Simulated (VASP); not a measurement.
Set up this calculation in VASP 6.6.1, as the native input.

* Task: relaxation of shape and atoms at fixed volume
* Functional: PBE
* Potentials or basis: VASP PAW PBE potentials, release 64 (Pt)
* Cutoff: 600 eV
* k mesh: 16 × 16 × 15
* Occupations: fermi-dirac, width 0.08 eV
* Spin: no spin polarisation
* Dipole correction: no
* Further INCAR settings: ALGO = Normal; EDIFF = 1e-07; IBRION = 2; EDIFFG = -0.005; NSW = 50; ISIF = 4

The structure of Pt lies in POSCAR:

```
Pt
1.0
    2.4533501312      0.0000000000      0.0000000000
   -1.2266750656      2.1246635380      0.0000000000
    0.0000000000      0.0000000000      2.4548515570
Pt
1
Direct
    0.0000000000      0.0000000000      0.0000000000
```

This isn't the form of Pt at room conditions, which is fcc.

One way to write it, as run:

INCAR

```
ALGO = Normal
EDIFF = 1E-7
EDIFFG = -0.005
ENCUT = 600
GGA = PE
IBRION = 2
ISIF = 4
ISMEAR = -1
LASPH = T
LCHARG = F
LREAL = F
LWAVE = F
NELM = 60
NSW = 50
PREC = Accurate
SIGMA = 0.08
```

KPOINTS

```
k-points
0
Gamma
  16 16 15
```

Potentials or basis: VASP PAW PBE potentials, release 64 (Pt).

Launch:

```bash
$ cat potpaw_PBE.64/Pt/POTCAR > POTCAR
$ mpirun -np 1 vasp_std > vasp.out
```

It gave:

```json
{
  "Energy gained by relaxing": "21.8 meV/atom",
  "Ionic steps": "7",
  "Pressure after relaxing": "121.9 GPa",
  "Band gap on the k mesh": "zero (bands 5 and 6 overlap by 4.68 eV)"
}
```

Caveat: spin-orbit coupling is left out, which moves the levels of the heavy elements.

It took 100 s on 1 thread of Intel(R) Xeon(R) Platinum 8559C (Emerald Rapids), with other jobs on the host, peak memory 0.16 GiB.
